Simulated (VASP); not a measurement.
# WS2 in VASP: notebook, part 2 of 2

VASP 6.6.1.

**3. Single point, revPBE**

This run uses another cell than the first one.

Input file INCAR:

```
SYSTEM = WS2
PREC     = Accurate       ! precision mode
ENCUT    = 520            ! plane-wave cutoff, eV
EDIFF    = 1E-7           ! SCF threshold, eV
ISMEAR   = -1             ! smearing method
SIGMA    = 0.05           ! smearing width, eV
LREAL    = .False.        ! projectors in reciprocal space
LASPH    = .True.         ! aspherical terms in the spheres
NELM     = 100            ! most SCF steps
ALGO     = Normal         ! electronic algorithm
ISIF     = 2              ! what is computed and relaxed
LWAVE    = .False.        ! write WAVECAR
LCHARG   = .True.         ! write CHGCAR
GGA      = RE             ! functional
LELF     = .True.         ! ELF
LVHAR    = .True.       
NBANDS   = 64             ! bands
```

Input file KPOINTS:

```
Automatic mesh
0
Gamma
  10 10 1
  0 0 0
```

Input file POSCAR:

```
WS2
1.0
    3.2046319965      0.0000000000      0.0000000000
   -1.6023159982      2.7752927187      0.0000000000
    0.0000000000      0.0000000000     37.8640113958
W S
4 8
Direct
    0.3333333333      0.6666666667      0.6116507839
    0.3333333333      0.6666666667      0.1616978738
    0.6666666667      0.3333333333      0.8383021262
    0.6666666667      0.3333333333      0.3883492161
    0.3333333333      0.6666666667      0.8798129951
    0.3333333333      0.6666666667      0.4298615067
    0.6666666667      0.3333333333      0.6531631892
    0.6666666667      0.3333333333      0.2032091583
    0.3333333333      0.6666666667      0.7967908417
    0.3333333333      0.6666666667      0.3468368108
    0.6666666667      0.3333333333      0.5701384933
    0.6666666667      0.3333333333      0.1201870049
```

Potentials or basis: VASP PAW PBE potentials, release 64 (W_sv, S).

Launch:

```sh
$ cat potpaw_PBE.64/W_sv/POTCAR potpaw_PBE.64/S/POTCAR > POTCAR
$ mpirun -np 1 vasp_std > vasp.out
```

OUTCAR:

```text
SYSTEM = WS2
   PREC = Accurate
   ENCUT = 520
   EDIFF = 1E-7
   ISMEAR = -1
   LREAL = .False.
   LASPH = .True.
   NELM = 100
   ISIF = 2
   GGA = RE

 ion  position               nearest neighbor table
   1  0.333  0.667  0.612-  11 2.43  11 2.43  11 2.43   7 2.43   7 2.43   7 2.43
   2  0.333  0.667  0.162-  12 2.43  12 2.43  12 2.43   8 2.43   8 2.43   8 2.43
   3  0.667  0.333  0.838-   5 2.43   5 2.43   5 2.43   9 2.43   9 2.43   9 2.43
   4  0.667  0.333  0.388-   6 2.43   6 2.43   6 2.43  10 2.43  10 2.43  10 2.43
   5  0.333  0.667  0.880-   3 2.43   3 2.43   3 2.43
   6  0.333  0.667  0.430-   4 2.43   4 2.43   4 2.43
   7  0.667  0.333  0.653-   1 2.43   1 2.43   1 2.43
   8  0.667  0.333  0.203-   2 2.43   2 2.43   2 2.43
   9  0.333  0.667  0.797-   3 2.43   3 2.43   3 2.43
  10  0.333  0.667  0.347-   4 2.43   4 2.43   4 2.43
  11  0.667  0.333  0.570-   1 2.43   1 2.43   1 2.43
  12  0.667  0.333  0.120-   2 2.43   2 2.43   2 2.43

  LATTYP: Found a hexagonal cell.
 ALAT       =     3.2046319965
 C/A-ratio  =    11.8154007815

  Lattice vectors:

 A1 = (   3.2046319965,   0.0000000000,   0.0000000000)
 A2 = (  -1.6023159982,   2.7752927187,   0.0000000000)
 A3 = (   0.0000000000,   0.0000000000,  37.8640113958)

Analysis of symmetry for initial positions (statically):
=====================================================================
 Subroutine PRICEL returns:
 Original cell was already a primitive cell.

 Routine SETGRP: Setting up the symmetry group for a
 hexagonal supercell.

 Subroutine GETGRP returns: Found 12 space group operations
 (whereof 12 operations were pure point group operations)
 out of a pool of 24 trial point group operations.

The static configuration has the point symmetry D_3d.

Analysis of symmetry for dynamics (positions and initial velocities):
=====================================================================
 Subroutine PRICEL returns:
 Original cell was already a primitive cell.

 Routine SETGRP: Setting up the symmetry group for a
 hexagonal supercell.

 Subroutine GETGRP returns: Found 12 space group operations
 (whereof 12 operations were pure point group operations)
 out of a pool of 24 trial point group operations.

The dynamic configuration has the point symmetry D_3d.

 Subroutine INISYM returns: Found 12 space group operations
 (whereof 12 operations are pure point group operations),
 and found     1 'primitive' translations

----------------------------------------------------------------------------------------

                                     Primitive cell

  volume of cell :     336.7546

  direct lattice vectors                    reciprocal lattice vectors
     3.204631996  0.000000000  0.000000000     0.312048310  0.180161176  0.000000000
    -1.602315998  2.775292719  0.000000000     0.000000000  0.360322352  0.000000000
     0.000000000  0.000000000 37.864011396     0.000000000  0.000000000  0.026410303

  length of vectors
[... 69 lines left out ...]
  0.200000  0.200000  0.000000      6.000000
  0.300000  0.200000  0.000000     12.000000
  0.400000  0.200000  0.000000      6.000000
  0.300000  0.300000  0.000000      6.000000
   k-points           NKPTS =     14   k-points in BZ     NKDIM =     14   number of bands    NBANDS=     64
   number of dos      NEDOS =    301   number of ions     NIONS =     12
   total plane-waves  NPLWV = 165888
   dimension x,y,z NGX =    24 NGY =   24 NGZ =  288
   dimension x,y,z NGXF=    48 NGYF=   48 NGZF=  576
   ions per type =               4   8
   NGX,Y,Z   is equivalent  to a cutoff of  12.45, 12.45, 12.64 a.u.
   NGXF,Y,Z  is equivalent  to a cutoff of  24.90, 24.90, 25.29 a.u.
 SYSTEM =  WS2
   PREC   = accura    normal or accurate (medium, high low for compatibility)
   ISTART =      0    job   : 0-new  1-cont  2-samecut
   ICHARG =      2    charge: 1-file 2-atom 10-const
   ISPIN  =      1    spin polarized calculation?
   LNONCOLLINEAR =      F non collinear calculations
   LSORBIT =      F    spin-orbit coupling
   LASPH  =      T    aspherical Exc in radial PAW
   ENCUT  =  520.0 eV  38.22 Ry    6.18 a.u.   5.96  5.96 70.40*2*pi/ulx,y,z
   NELM   =    100;   NELMIN=  2; NELMDL= -5     # of ELM steps
   EDIFF  = 0.1E-06   stopping-criterion for ELM
   LREAL  =      F    real-space projection
   EDIFFG = 0.1E-05   stopping-criterion for IOM
   NSW    =      0    number of steps for IOM
   IBRION =     -1    ionic relax: 0-MD 1-quasi-New 2-CG
   NFREE  =      0    steps in history (QN), initial steepest desc. (CG)
   ISIF   =      2    stress and relaxation
   ISYM   =      2    0-nonsym 1-usesym 2-fastsym
   POTIM  = 0.5000    time-step for ionic-motion
   TEBEG  =    0.0;   TEEND  =   0.0 temperature during run
   PSTRESS=    0.0 pullay stress
   NELECT =     104.0000    total number of electrons
   NUPDOWN=      -1.0000    fix difference up-down
   EMIN   =  10.00;   EMAX   =-10.00  energy-range for DOS
   EFERMI =   0.00;   METHOD = LEGACY
   ISMEAR =    -1;   SIGMA  =   0.05  broadening in eV -4-tet -1-fermi 0-gaus
   EFERMI_NEDOS =   21; number of points for ismear=-14 and -15
   IALGO  =     38    algorithm
   IMIX   =      4    mixing-type and parameters
     AMIX     =   0.40;   BMIX     =  1.00
     AMIX_MAG =   1.60;   BMIX_MAG =  1.00
  volume/ion in A,a.u.               =      28.06       189.38
  Fermi-wavevector in a.u.,A,eV,Ry     =   1.106576  2.091126 16.660489  1.224511
  Thomas-Fermi vector in A             =   2.243079
   LORBIT       =      0    0 simple, 1 ext, 2 COOP (PROOUT), +10 PAW based schemes
   GGA     = RE    functional components
   LHFCALC =     F    Hartree Fock is set to
   AEXX    =    0.0000 exact exchange contribution
   IVDW    =     0    specifies the selected vdW correction
   LEPSILON=     F    determine dielectric tensor
   LRPA    =     F    only Hartree local field effects (RPA)
 non-spin polarized calculation
  energy-cutoff  :      520.00
  volume of cell :      336.75
 maximum number of plane-waves:      9146
 NGX is ok and might be reduce to    24
   NGX = 11   NGY = 11   NGZ =141

 number of electron     104.0000016 magnetization

 Free energy of the ion-electron system (eV)
  ---------------------------------------------------
  ext. energy  EPLUGINS =         0.00000000
  ---------------------------------------------------
  free energy    TOTEN  =       -90.69927885 eV

  energy without entropy =      -90.69927885  energy(sigma->0) =      -90.69927885

 E-fermi :   3.2715     XC(G=0):  -7.6452

 val. band max:        2.3698249841   @ k =   0.0000   0.0000   0.0000
 cond. band min:       4.2728675401   @ k =   0.3000   0.3000   0.0000
 fundamental gap:      1.9030425560
 Fermi energy:         3.2715264157

 k-point     1 :       0.0000    0.0000    0.0000
  band No.  band energies     occupation
      1     -71.7791      2.00000
      2     -71.7791      2.00000
      3     -71.7786      2.00000
      4     -71.7786      2.00000
      5     -35.9866      2.00000
      6     -35.9866      2.00000
[... 927 lines left out ...]
     63       6.1222      0.00000
     64       6.1308      0.00000

------------------------ aborting loop because EDIFF is reached ----------------------------------------

  FORCE on cell =-STRESS in cart. coord.  units (eV):
  Direction    XX          YY          ZZ          XY          YZ          ZX
  --------------------------------------------------------------------------------------
  -------------------------------------------------------------------------------------
  Total       -0.1258170     -0.1258170     -0.0968981     -0.0000000      0.0000000     -0.0000000
  in kB       -0.5985996     -0.5985996     -0.4610119     -0.0000000      0.0000000     -0.0000000
  external PRESSURE =      -0.5527371 kB  Pullay stress =       0.0000000 kB

 VOLUME and BASIS-vectors are now :
 -----------------------------------------------------------------------------
  energy-cutoff  :      520.00
  volume of cell :      336.75
      direct lattice vectors                 reciprocal lattice vectors
     3.204631996  0.000000000  0.000000000     0.312048310  0.180161176  0.000000000
    -1.602315998  2.775292719  0.000000000     0.000000000  0.360322352  0.000000000
     0.000000000  0.000000000 37.864011396     0.000000000  0.000000000  0.026410303

 POSITION                                       TOTAL-FORCE (eV/Angst)
 -----------------------------------------------------------------------------------
     -0.00000      1.85020     23.15955        -0.000000     -0.000000      0.000205
     -0.00000      1.85020      6.12253        -0.000000      0.000000     -0.000299
      1.60232      0.92510     31.74148         0.000000     -0.000000      0.000299
      1.60232      0.92510     14.70446        -0.000000     -0.000000     -0.000205
     -0.00000      1.85020     33.31325        -0.000000      0.000000     -0.000322
     -0.00000      1.85020     16.27628        -0.000000     -0.000000     -0.002912
      1.60232      0.92510     24.73138        -0.000000     -0.000000     -0.002457
      1.60232      0.92510      7.69431         0.000000      0.000000     -0.001648
     -0.00000      1.85020     30.16970        -0.000000     -0.000000      0.001648
     -0.00000      1.85020     13.13263         0.000000      0.000000      0.002457
      1.60232      0.92510     21.58773         0.000000      0.000000      0.002912
      1.60232      0.92510      4.55076         0.000000     -0.000000      0.000322
 -----------------------------------------------------------------------------------
    total drift:                                0.000000     -0.000000     -0.000000

  FREE ENERGIE OF THE ION-ELECTRON SYSTEM (eV)
  ---------------------------------------------------
  free  energy   TOTEN  =       -90.6992788497 eV

  energy  without entropy=      -90.6992788474  energy(sigma->0) =      -90.69927885
```

Wall time 8 min (1 thread of Intel Xeon Platinum 8259CL at 2.50GHz (Skylake/Cascade Lake), shared host); peak memory 0.53 GiB.

Results:

```
Free energy            : -90.6993 eV
Band gap on the k mesh : 1.90 eV (least direct gap 2.10 eV)
```

Forces in eV/Å, atoms in the order of the input:
```
W    0.000  0.000  0.000
W    0.000  0.000  0.000
W    0.000  0.000  0.000
W    0.000  0.000  0.000
S    0.000  0.000  0.000
S    0.000  0.000 -0.003
S    0.000  0.000 -0.002
S    0.000  0.000 -0.002
S    0.000  0.000  0.002
S    0.000  0.000  0.002
S    0.000  0.000  0.003
S    0.000  0.000  0.000
```

Caveat: there is no dipole correction, which matters where the two faces differ; the PAW data sets were made with another functional, which shifts forces and pressure a little; spin-orbit coupling is left out, which moves the levels of the heavy elements.

**4. Single point, r2SCAN**

Input file POSCAR:

```
WS2
1.0
    3.1831225544      0.0000000000      0.0000000000
   -1.5915612772      2.7566649955      0.0000000000
    0.0000000000      0.0000000000     35.1805582101
W S
4 8
Direct
    0.3333333333      0.6666666667      0.5923166100
    0.3333333333      0.6666666667      0.2234000000
    0.6666666667      0.3333333333      0.7766000000
    0.6666666667      0.3333333333      0.4076833900
    0.3333333333      0.6666666667      0.8211496400
    0.3333333333      0.6666666667      0.4520236900
    0.6666666667      0.3333333333      0.6366210700
    0.6666666667      0.3333333333      0.2677418400
    0.3333333333      0.6666666667      0.7322581600
    0.3333333333      0.6666666667      0.3633789300
    0.6666666667      0.3333333333      0.5479763100
    0.6666666667      0.3333333333      0.1788503600
```

Input file INCAR.step1:

```
SYSTEM = WS2
PREC = Accurate ; ENCUT = 520
ISMEAR = -1 ; SIGMA = 0.05
LREAL = .False. ; LASPH = .True.
NELM = 100 ; NBANDS = 64
GGA = PE ; ALGO = Normal
EDIFF = 1E-4 ; LWAVE = .True.
LCHARG = .False.
```

Input file INCAR.step2:

```
SYSTEM = WS2
PREC = Accurate ; ENCUT = 520
EDIFF = 1E-6 ; ISMEAR = -1
SIGMA = 0.05 ; LREAL = .False.
LASPH = .True. ; NELM = 100
ALGO = Normal ; ISIF = 2
LWAVE = .False. ; LCHARG = .True.
METAGGA = R2SCAN ; LMIXTAU = .True.
LELF = .True. ; LVHAR = .True.
NBANDS = 64 ; ISTART = 1
```

Input file KPOINTS:

```
regular mesh
0
Gamma
  7 7 1
  0 0 0
```

Launch:

```sh
$ cat potpaw_PBE.64/W_sv/POTCAR potpaw_PBE.64/S/POTCAR > POTCAR
$ cp INCAR.step1 INCAR
$ mpirun -np 1 vasp_std > vasp.out
$ cp INCAR.step2 INCAR
$ mpirun -np 1 vasp_std > vasp.out
```

Wall time 16 min (1 thread of AMD EPYC 9R45 (Zen 5), shared host); peak memory 0.46 GiB.

It converged, with:

| Property | Result |
| --- | --- |
| Free energy | -280.2904 eV |
| Largest force | 0.149 eV/Å |
| Band gap on the k mesh | 1.54 eV (least direct gap 2.51 eV) |

Forces in eV/Å, atoms in the order of the input:
```
W    0.000  0.000 -0.021
W    0.000  0.000 -0.134
W    0.000  0.000  0.134
W    0.000  0.000  0.021
S    0.000  0.000 -0.149
S    0.000  0.000 -0.003
S    0.000  0.000  0.017
S    0.000  0.000 -0.023
S    0.000  0.000  0.023
S    0.000  0.000 -0.017
S    0.000  0.000  0.003
S    0.000  0.000  0.149
```

Levels at points of the mesh, in eV from the valence-band top:
```
           k point  band 48  band 49  band 50  band 51  band 52  band 53  band 54  band 55  band 56  band 57
(0.00, 0.00, 0.00)    -2.03    -0.77    -0.49    -0.19     0.00     2.59     2.59     2.59     2.59     2.59
```

Caveat: there is no dipole correction, which matters where the two faces differ; the PAW data sets were made with another functional, which shifts forces and pressure a little; spin-orbit coupling is left out, which moves the levels of the heavy elements.

**5. Summary**

| level | cell | k mesh | gap on the mesh (eV) | largest force (eV/Å) |
| --- | --- | --- | --- | --- |
| BLYP | a = 3.183, b = 3.183, c = 35.181 Å, angles 90.0, 90.0, 120.0°, 12 atoms, atomic positions A | 10 × 10 × 1 | 1.44 | 0.71 |
| revPBE | a = 3.205, b = 3.205, c = 37.864 Å, angles 90.0, 90.0, 120.0°, 12 atoms, atomic positions B | 10 × 10 × 1 | 1.90 | - |
| r2SCAN | a = 3.183, b = 3.183, c = 35.181 Å, angles 90.0, 90.0, 120.0°, 12 atoms, atomic positions A | 7 × 7 × 1 | 1.54 | 0.15 |

Alike in all rows: task single point; potentials or basis VASP PAW PBE potentials, release 64 (W_sv, S); no spin polarisation; cutoff (eV) 520; smearing fermi-dirac 0.05 eV.

Caveats: there is no dipole correction, which matters where the two faces differ; the PAW data sets were made with another functional, which shifts forces and pressure a little; spin-orbit coupling is left out, which moves the levels of the heavy elements.

Total energies depend on the potentials used, so only differences within one code and one set of settings carry meaning.
